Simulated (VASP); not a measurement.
Crystal: Si5Te.

```
Si Te
1.0
     0.00000    3.92462    3.92462
     3.92462    0.00000    3.92462
     3.92462    3.92462    0.00000
Si Te
5 1
Direct
  0.25000 0.25000 0.25000
  0.12959 0.62347 0.62347
  0.62347 0.62347 0.62347
  0.62347 0.62347 0.12959
  0.62347 0.12959 0.62347
  0.00000 0.00000 0.00000
```

| Property | Result |
| --- | --- |
| Program | VASP 6.6.1 |
| Task | relaxation of cell and atoms |
| Functional | PBE |
| Potentials or basis | VASP PAW PBE potentials, release 64 (Si, Te) |
| Cutoff | 500 eV |
| k mesh | 4 × 4 × 4 |
| Occupations | gaussian, width 0.1 eV |
| Spin | no spin polarisation |

At the start: pressure -6.6 GPa; volume 20.15 Å³/atom.

Task: Where does the relaxation end?

Result: Over 5 steps the energy falls by 65.0 meV/atom and the volume is 17.22 Å³/atom (-14.6 %); space group F-43m (No. 216, to 0.05 Å).

Step by step:
```
step  energy change (eV)  largest force (eV/Å)  pressure (GPa)  volume (Å³)
   1              0.0000                0.1702           -6.59       120.90
   2             -0.3589                0.1745           -1.29       106.96
   3             -0.3678                0.2717           -0.10       104.67
   4             -0.3806                0.1933           -0.07       104.16
   5             -0.3902                0.0187            0.32       103.31
```

Final structure:
```yaml
crystal:
  lattice:
    - [0.00000, 3.72420, 3.72420]
    - [3.72420, 0.00000, 3.72420]
    - [3.72420, 3.72420, 0.00000]
  atoms:
    - { symbol: Si, position: [0.25000, 0.25000, 0.25000] }
    - { symbol: Si, position: [0.12334, 0.62555, 0.62555] }
    - { symbol: Si, position: [0.62555, 0.62555, 0.62555] }
    - { symbol: Si, position: [0.62555, 0.62555, 0.12334] }
    - { symbol: Si, position: [0.62555, 0.12334, 0.62555] }
    - { symbol: Te, position: [0.00000, 0.00000, 0.00000] }
```
